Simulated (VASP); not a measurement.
Wanted: the native input for a VASP 6.6.1 run.

- Task: electric field gradients
- Functional: r2SCAN
- Potentials or basis: VASP PAW PBE potentials, release 64 (B, N)
- Cutoff: 520 eV
- k mesh: 13 × 13 × 13
- Occupations: fermi-dirac, width 0.03 eV
- Spin: no spin polarisation
- Dipole correction: no
- Further INCAR settings: ALGO = Normal; EDIFF = 1e-08; NBANDS = 11

Crystal: BN.

```
B N
1.0
     0.00000    1.80750    1.80750
     1.80750    0.00000    1.80750
     1.80750    1.80750    0.00000
B N
1 1
Direct
  0.00000 0.00000 0.00000
  0.75000 0.75000 0.75000
```

The input as run:

POSCAR

```
BN
1.0
    0.0000000000      1.8075000000      1.8075000000
    1.8075000000      0.0000000000      1.8075000000
    1.8075000000      1.8075000000      0.0000000000
B N
1 1
Direct
    0.0000000000      0.0000000000      0.0000000000
    0.7500000000      0.7500000000      0.7500000000
```

INCAR.step1

```
SYSTEM = BN
  ALGO = Normal
  EDIFF = 1E-4
  ENCUT = 520
  GGA = PE
  ISMEAR = -1
  LASPH = .TRUE.
  LCHARG = .FALSE.
  LREAL = .FALSE.
  LWAVE = .TRUE.
  NBANDS = 11
  NELM = 80
  PREC = Accurate
  SIGMA = 0.03
```

INCAR.step2

```
SYSTEM = BN
  ALGO = Normal
  EDIFF = 1E-8
  ENCUT = 520
  ISIF = 2
  ISMEAR = -1
  ISTART = 1
  LASPH = .TRUE.
  LCHARG = .FALSE.
  LEFG = .TRUE.
  LMIXTAU = .TRUE.
  LREAL = .FALSE.
  LWAVE = .FALSE.
  METAGGA = R2SCAN
  NBANDS = 11
  NELM = 80
  PREC = Accurate
  SIGMA = 0.03
```

KPOINTS

```
k-points
0
G
  13 13 13
  0 0 0
```

Potentials or basis: VASP PAW PBE potentials, release 64 (B, N).

Run with:

```sh
$ cat potpaw_PBE.64/B/POTCAR potpaw_PBE.64/N/POTCAR > POTCAR
$ cp INCAR.step1 INCAR
$ mpirun -np 1 vasp_std > vasp.out
$ cp INCAR.step2 INCAR
$ mpirun -np 1 vasp_std > vasp.out
```

Results of the run:

```
Pressure               : -0.6 GPa
Band gap on the k mesh : 5.05 eV, indirect (least direct gap 9.53 eV)
```

Caveat: without QUAD_EFG the Cq values of the log hold for a quadrupole moment of 1 mb, not for the nuclei; the PAW data sets were made with another functional, which shifts forces and pressure a little.

Wall time 34 s on 1 thread of Intel(R) Xeon(R) 6975P-C (Granite Rapids), with other jobs on the host, peak memory 0.12 GiB.
